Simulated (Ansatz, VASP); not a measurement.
## Sn in VASP and in Ansatz

```xyz
1
Lattice="-1.8371 1.8371 1.8371 1.8371 -1.8371 1.8371 1.8371 1.8371 -1.8371" Properties=species:S:1:pos:R:3 pbc="T T T"
Sn    0.0000    0.0000    0.0000
```

Alike in both runs: task single point; functional revPBE; k mesh 13 × 13 × 13; occupations fermi-dirac, width 0.1 eV; no spin polarisation.

```csv
,VASP,Ansatz
version,VASP 6.6.1,Ansatz 0.2.0
potentials or method,"VASP PAW PBE potentials, release 64 (Sn_d), cutoff 520 eV","plane waves (420 eV) with PAW, scalar-relativistic"
valence electrons in the cell,14,14
```

```csv
,VASP,Ansatz,Ansatz less VASP
pressure (GPa),7.9,8.0,+0.05
```

VASP's potentials were made for PBE, not for revPBE. The functional is the same, so the differences come from potentials, cutoffs and numerics.
